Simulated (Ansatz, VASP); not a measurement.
**LiCeBr2Cl6 in VASP and in Ansatz**

POSCAR

```
LiCeBr2Cl6
1.0
    0.0000000000      5.1292900000      5.1292900000
    5.1292900000      0.0000000000      5.1292900000
    5.1292900000      5.1292900000      0.0000000000
Ce Cl Li Br
1 6 1 2
Direct
    0.0000000000      0.0000000000      0.0000000000
    0.7495400000      0.2504600000      0.2504600000
    0.2504600000      0.7495400000      0.2504600000
    0.2504600000      0.7495400000      0.7495400000
    0.7495400000      0.2504600000      0.7495400000
    0.2504600000      0.2504600000      0.7495400000
    0.7495400000      0.7495400000      0.2504600000
    0.5000000000      0.5000000000      0.5000000000
    0.2500000000      0.2500000000      0.2500000000
    0.7500000000      0.7500000000      0.7500000000
```

Contents of INCAR.step1:

```
SYSTEM = LiCeBr2Cl6
PREC = Accurate
ENCUT = 520
ISMEAR = -1
SIGMA = 0.0128
LREAL = .FALSE.
LASPH = .TRUE.
NELM = 80
NBANDS = 46
GGA = PE
ALGO = Normal
EDIFF = 1E-4
LWAVE = .TRUE.
LCHARG = .FALSE.
```

INCAR.step2

```
SYSTEM = LiCeBr2Cl6
PREC = Accurate
ENCUT = 520
EDIFF = 1E-7
ISMEAR = -1
SIGMA = 0.0128
LREAL = .FALSE.
LASPH = .TRUE.
NELM = 80
ALGO = Normal
ISIF = 2
LWAVE = .FALSE.
LCHARG = .FALSE.
METAGGA = R2SCAN
LMIXTAU = .TRUE.
NBANDS = 46
ISTART = 1
```

KPOINTS

```
regular mesh
0
G
  3 3 3
  0 0 0
```

Input for Ansatz:

```yaml
crystal:
  lattice:
    - [0.0, 5.12929, 5.12929]
    - [5.12929, 0.0, 5.12929]
    - [5.12929, 5.12929, 0.0]
  atoms:
    - { symbol: Ce, position: [0.0, 0.0, 0.0] }
    - { symbol: Cl, position: [0.74954, 0.25046, 0.25046] }
    - { symbol: Cl, position: [0.25046, 0.74954, 0.25046] }
    - { symbol: Cl, position: [0.25046, 0.74954, 0.74954] }
    - { symbol: Cl, position: [0.74954, 0.25046, 0.74954] }
    - { symbol: Cl, position: [0.25046, 0.25046, 0.74954] }
    - { symbol: Cl, position: [0.74954, 0.74954, 0.25046] }
    - { symbol: Li, position: [0.5, 0.5, 0.5] }
    - { symbol: Br, position: [0.25, 0.25, 0.25] }
    - { symbol: Br, position: [0.75, 0.75, 0.75] }
  symmetry: { tolerance: 0.0003 }
kpoints:
  mp_grid: { grid: [3, 3, 3], shift: [0, 0, 0] }
magnetization:
  spin_polarized: false
scf:
  occupations: { method: fermi_dirac, width: 0.0128 }
hamiltonian:
  pseudopotentials: { kind: paw }
  xc: r2scan
basis:
  ecutwfc: 500
output:
  forces: true
  stress: true
  eigenvalues: true
```

Alike in both runs: task single point; functional r2SCAN; k mesh 3 × 3 × 3; occupations fermi-dirac, width 0.0128 eV; no spin polarisation.

|  | VASP | Ansatz |
| --- | --- | --- |
| version | VASP 6.6.1 | Ansatz 0.2.0 |
| potentials or method | VASP PAW PBE potentials, release 64 (Ce, Cl, Li_sv, Br), cutoff 520 eV | PAW plane waves |
| valence electrons in the cell | 71 | 71 |

```tsv
	VASP	Ansatz	Ansatz less VASP
gap on the k mesh at the Fermi level (eV)	none	none	-
rms of the force components (eV/Å)	0.277	0.276	-0.0012
```

VASP's potentials were made for PBE, not for r2SCAN. Atom by atom the forces differ by 0.001 eV/Å (rms over components). A gap of «none» marks a metal or a gap that the smearing closes. With one functional, cell and mesh, what is left measures potentials, basis and numerics.

Neither program's run includes spin-orbit coupling. Noted on VASP's run: the cutoff is under 1.25 times that of the potentials, so the pressure is a little rough.
